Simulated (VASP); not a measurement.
Set up this calculation in VASP 6.6.1, as the native input.

```
Task                   : single point
Functional             : PBE
Potentials or basis    : VASP PAW PBE potentials, release 64 (Au, C)
Cutoff                 : 520 eV
k mesh                 : 9 × 9 × 1
Occupations            : gaussian, width 0.1 eV
Spin                   : no spin polarisation
Dipole correction      : yes
Further INCAR settings : ALGO = Normal; EDIFF = 1e-06; NBANDS = 26
```

The structure of Au3C lies in POSCAR:

```
Au3C
1.0
    2.9402049748      0.0000000000      0.0000000000
   -1.4701024874      2.5462922005      0.0000000000
    0.0000000000      0.0000000000     21.8974947720
Au C
3 1
Direct
    0.6666666667      0.3333333333      0.1826692981
    0.3333333333      0.6666666667      0.2945190844
    0.0000000000      0.0000000000      0.4063247812
    0.3333333333     -0.3333333333      0.4935493710
```

The input as run:

INCAR

```
SYSTEM = Au3C
ALGO     = Normal         ! electronic algorithm
DIPOL    = 0.5 0.5 0.344
EDIFF    = 1E-6           ! SCF threshold, eV
ENCUT    = 520            ! plane-wave cutoff, eV
GGA      = PE             ! functional
IDIPOL   = 3            
ISIF     = 2              ! what is computed and relaxed
ISMEAR   = 0              ! smearing method
LASPH    = .TRUE.         ! aspherical terms in the spheres
LCHARG   = .FALSE.        ! write CHGCAR
LDIPOL   = .TRUE.       
LREAL    = .FALSE.        ! projectors in reciprocal space
LWAVE    = .FALSE.        ! write WAVECAR
NBANDS   = 26             ! bands
NELM     = 60             ! most SCF steps
PREC     = Accurate       ! precision mode
SIGMA    = 0.1            ! smearing width, eV
```

KPOINTS

```
k-points
0
G
  9 9 1
  0 0 0
```

Potentials or basis: VASP PAW PBE potentials, release 64 (Au, C).

The run is started by

```sh
$ cat potpaw_PBE.64/Au/POTCAR potpaw_PBE.64/C/POTCAR > POTCAR
$ mpirun -np 1 vasp_std > vasp.out
```

Results of the run:

| Quantity | Value |
| --- | --- |
| Largest force | 1.698 eV/Å |

Wall time 37 s on 1 thread of Intel(R) Xeon(R) 6975P-C (Granite Rapids), on a shared host, peak memory 0.3 GiB.
